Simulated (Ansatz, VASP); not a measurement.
# Two plane-wave programs on GaP

INCAR

```
SYSTEM = GaP
PREC = Accurate
ENCUT = 520
EDIFF = 1E-7
ISMEAR = 0
SIGMA = 0.1
LREAL = .FALSE.
LASPH = .TRUE.
NELM = 100
ALGO = Normal
ISIF = 2
LWAVE = .FALSE.
LCHARG = .FALSE.
GGA = PE
NBANDS = 26
```

KPOINTS

```
Automatic mesh
0
G
  6 6 6
  0 0 0
```

File POSCAR:

```
GaP
1.0
    1.9430151800      1.1218003400      6.4308099700
   -1.9430151800      1.1218003400      6.4308099700
    0.0000000000     -2.2436006800      6.4308099700
Ga P
2 2
Direct
    0.4353719900      0.4353719900      0.4353719900
    0.5646280100      0.5646280100      0.5646280100
    0.0573890000      0.0573890000      0.0573890000
    0.9426110000      0.9426110000      0.9426110000
```

Input for Ansatz:

```yaml
crystal:
  lattice:
    - [1.94301518, 1.12180034, 6.43080997]
    - [-1.94301518, 1.12180034, 6.43080997]
    - [0.0, -2.24360068, 6.43080997]
  atoms:
    - { symbol: Ga, position: [0.43537199, 0.43537199, 0.43537199] }
    - { symbol: Ga, position: [0.56462801, 0.56462801, 0.56462801] }
    - { symbol: P, position: [0.057389, 0.057389, 0.057389] }
    - { symbol: P, position: [0.942611, 0.942611, 0.942611] }
basis:
  ecutwfc: 420
kpoints:
  mp_grid: { grid: [6, 6, 6] }
hamiltonian:
  xc: pbe
scf:
  occupations: { method: gaussian, width: 0.1 }
  lower_state_search: "off"
output:
  forces: true
  stress: true
  eigenvalues: true
```

Alike in both runs: task single point; functional PBE; k mesh 6 × 6 × 6; occupations gaussian, width 0.1 eV; no spin polarisation.

|  | VASP | Ansatz |
| --- | --- | --- |
| version | VASP 6.6.1 | Ansatz 0.2.0 |
| potentials or method | VASP PAW PBE potentials, release 64 (Ga_d, P), cutoff 520 eV | scalar-relativistic, plane waves, PAW |
| valence electrons in the cell | 36 | 36 |

Ansatz gave:

```
gap on the k mesh at the Fermi level (eV)                     : 0.83
least direct gap on the mesh (eV)                             : 1.14
pressure (GPa)                                                : 0.0
traceless stress, the component that is largest in VASP (GPa) : 0.08
rms of the force components (eV/Å)                            : 0.031
```

Task: What did VASP give for the same quantities?

Result: gap on the k mesh at the Fermi level (eV): 0.84; least direct gap on the mesh (eV): 1.13; pressure (GPa): 0.0; traceless stress, the component that is largest in VASP (GPa): 0.01; rms of the force components (eV/Å): 0.021.

Atom by atom the forces differ by 0.016 eV/Å (rms over components).
